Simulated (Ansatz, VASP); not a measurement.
PtSe2: VASP beside Ansatz

```
CELL_PARAMETERS angstrom
3.78100 0.00000 0.00000
-1.89050 3.27445 0.00000
0.00000 0.00000 31.12162
ATOMIC_POSITIONS crystal
Se 0.66667 0.33333 0.45875
Se 0.33333 0.66667 0.54125
Pt 0.00000 0.00000 0.50000
```

Change from the starting cell: biaxial strain +0.020, atoms relaxed.

Alike in both runs: functional PBE; dispersion D3(BJ); k mesh 12 × 12 × 1; occupations gaussian, width 0.02 eV; no spin polarisation.

Ansatz relaxed the structure, and its values are those at the end. VASP's run is a single point on that final structure, the one shown.

|  | VASP | Ansatz |
| --- | --- | --- |
| version | VASP 6.6.1 | Ansatz 0.2.0 |
| potentials or method | VASP PAW PBE potentials, release 64 (Se, Pt), cutoff 520 eV | scalar-relativistic, plane waves, PAW |
| valence electrons in the cell | 22 | 50 |

```tsv
	VASP	Ansatz	Ansatz less VASP
gap on the k mesh at the Fermi level (eV)	1.35	1.36	+0.011
least direct gap on the mesh (eV)	1.48	1.49	+0.012
```

VASP's potentials hold 22 valence electrons a cell and Ansatz's 50, so a difference there can come from the potentials and not from the codes. Ansatz's warnings: stress scf threshold loose.

Spin-orbit coupling is off throughout.
